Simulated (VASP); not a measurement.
A run of VASP 6.6.1 is set up as follows.

The input INCAR:

```
SYSTEM = As
  PREC = Accurate
  ENCUT = 520
  EDIFF = 1E-7
  ISMEAR = -1
  SIGMA = 0.1
  LREAL = .False.
  LASPH = .True.
  NELM = 100
  ALGO = Normal
  ISIF = 2
  LWAVE = .False.
  LCHARG = .True.
  GGA = RE
  LELF = .True.
  LVHAR = .True.
  NBANDS = 12
```

Contents of KPOINTS:

```
regular mesh
0
Gamma
  13 13 8
  0 0 0
```

Contents of POSCAR:

```
As
1.0
    3.1726911637      0.0000000000      0.0000000000
   -1.5863455818      2.7476311462      0.0000000000
    0.0000000000      0.0000000000      4.8380869799
As
2
Direct
    0.3333333333      0.6666666667      0.2500000000
    0.6666666667      0.3333333333      0.7500000000
```

Potentials or basis: VASP PAW PBE potentials, release 64 (As).

Run with:

```sh
$ cat potpaw_PBE.64/As/POTCAR > POTCAR
$ mpirun -np 1 vasp_std > vasp.out
```

Q: What does it give for the pressure?

A: -4.7 GPa.

Q: What does it give for the band gap on the k mesh?

A: Zero (band 5 reaches 9.12 eV, above the bottom of band 6 at 2.47 eV).

Stress tensor (GPa, compression positive):
```
-4.90  0.00  0.00
 0.00 -4.90  0.00
 0.00  0.00 -4.35
```

Caveat: the PAW data sets were made with another functional, which shifts forces and pressure a little.
